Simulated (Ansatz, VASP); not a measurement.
One calculation of Te, two programs

INCAR

```
PREC     = Accurate       # precision mode
ENCUT    = 520            # plane-wave cutoff, eV
EDIFF    = 1E-7           # SCF threshold, eV
ISMEAR   = -1             # smearing method
SIGMA    = 0.08           # smearing width, eV
LREAL    = False          # projectors in reciprocal space
LASPH    = True           # aspherical terms in the spheres
NELM     = 60             # most SCF steps
ALGO     = Normal         # electronic algorithm
ISIF     = 2              # what is computed and relaxed
LWAVE    = False          # write WAVECAR
LCHARG   = False          # write CHGCAR
GGA      = PE             # functional
NBANDS   = 16             # bands
```

KPOINTS

```
Automatic mesh
0
Gamma
  9 9 6
```

Contents of POSCAR:

```
Te
1.0
    4.4579994587      0.0000000000      0.0000000000
   -2.2289997294      3.8607407813      0.0000000000
    0.0000000000      0.0000000000      6.1027500000
Te
3
Direct
    0.7450000000      0.0000000000      0.3333333333
    0.0000000000      0.7450000000      0.6666666667
    0.2550000000      0.2550000000      0.0000000000
```

Input for Ansatz:

```yaml
crystal:
  lattice:
    - [4.4579994587, 0.0, 0.0]
    - [-2.2289997294, 3.8607407813, 0.0]
    - [0.0, 0.0, 6.10275]
  atoms:
    - { symbol: Te, position: [0.745, 0.0, 0.3333333333] }
    - { symbol: Te, position: [0.0, 0.745, 0.6666666667] }
    - { symbol: Te, position: [0.255, 0.255, 0.0] }
kpoints:
  mp_grid: { grid: [9, 9, 6] }
  band_path:
    path:
      - [0.0, 0.0, 0.0]
      - [0.5, 0.0, 0.0]
      - [0.3333333333, 0.3333333333, 0.0]
      - [0.0, 0.0, 0.0]
      - [0.0, 0.0, 0.5]
      - [0.5, 0.0, 0.5]
      - [0.3333333333, 0.3333333333, 0.5]
      - [0.0, 0.0, 0.5]
      - [0.5, 0.0, 0.5]
    npoints: 5
scf:
  occupations: { method: fermi_dirac, width: 0.08 }
hamiltonian:
  xc: pbe
  pseudopotentials: { kind: all_electron, lapw: { basis_error: 0.0005 } }
output:
  forces: true
  stress: true
  eigenvalues: true
```

Change from the starting cell: zz strain of +3 %.

Alike in both runs: task single point; functional PBE; k mesh 9 × 9 × 6; occupations fermi-dirac, width 0.08 eV; no spin polarisation.

|  | VASP | Ansatz |
| --- | --- | --- |
| version | VASP 6.6.1 | Ansatz 0.2.0 |
| potentials or method | VASP PAW PBE potentials, release 64 (Te), cutoff 520 eV | all-electron LAPW, scalar-relativistic |

|  | VASP | Ansatz | Ansatz less VASP |
| --- | --- | --- | --- |
| pressure (GPa) | 1.1 | 1.1 | -0.01 |
| traceless stress, the component that is largest in VASP (GPa) | -0.37 | -0.41 | -0.033 |
| rms of the force components (eV/Å) | 0.217 | 0.207 | -0.0098 |

Atom by atom the forces differ by 0.010 eV/Å (rms over components). Ansatz ran all-electron here, and VASP with PAW potentials.

Neither program's run includes spin-orbit coupling.
